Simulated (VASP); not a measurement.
Write the native input for VASP 6.6.1 that does the following.

* Task: single point
* Functional: r2SCAN
* Potentials or basis: VASP PAW PBE potentials, release 64 (Rb_sv, Br)
* Cutoff: 520 eV
* k mesh: 6 × 6 × 6
* Occupations: gaussian, width 0.05 eV
* Spin: no spin polarisation
* Dipole correction: no
* Further INCAR settings: ALGO = Normal; EDIFF = 1e-07; NBANDS = 15

Crystal: RbBr.

```
Rb Br
1.0
    -1.43946    2.87892    2.87892
     2.87892   -1.43946    2.87892
     2.87892    2.87892   -1.43946
Rb Br
1 1
Direct
  0.00000 0.00000 0.00000
  0.50000 0.50000 0.50000
```

This cell differs from its parent crystal: ratio of the length along [111] to the lengths across it x 0.5, volume and fractional coordinates fixed.

The input as run:

POSCAR

```
RbBr
1.0
   -1.4394597995      2.8789195990      2.8789195990
    2.8789195990     -1.4394597995      2.8789195990
    2.8789195990      2.8789195990     -1.4394597995
Rb Br
1 1
Direct
    0.0000000000      0.0000000000      0.0000000000
    0.5000000000      0.5000000000      0.5000000000
```

INCAR.step1

```
PREC = Accurate
ENCUT = 520
ISMEAR = 0
SIGMA = 0.05
LREAL = False
LASPH = True
NELM = 100
NBANDS = 15
GGA = PE
ALGO = Normal
EDIFF = 1E-4
LWAVE = True
LCHARG = False
```

INCAR.step2

```
PREC = Accurate
ENCUT = 520
EDIFF = 1E-7
ISMEAR = 0
SIGMA = 0.05
LREAL = False
LASPH = True
NELM = 100
ALGO = Normal
ISIF = 2
LWAVE = False
LCHARG = False
METAGGA = R2SCAN
LMIXTAU = True
NBANDS = 15
ISTART = 1
```

KPOINTS

```
Automatic mesh
0
Gamma
  6 6 6
```

Potentials or basis: VASP PAW PBE potentials, release 64 (Rb_sv, Br).

Command:

```console
$ cat potpaw_PBE.64/Rb_sv/POTCAR potpaw_PBE.64/Br/POTCAR > POTCAR
$ cp INCAR.step1 INCAR
$ mpirun -np 1 vasp_std > vasp.out
$ cp INCAR.step2 INCAR
$ mpirun -np 1 vasp_std > vasp.out
```

Results of the run:

The pressure is -1.6 GPa. The band gap on the k mesh is 4.37 eV, indirect (least direct gap 4.52 eV).

Caveat: the PAW data sets were made with another functional, which shifts forces and pressure a little.

Wall time 3.1 min on 1 thread of AMD EPYC 7571, on a shared host, peak memory 0.16 GiB.
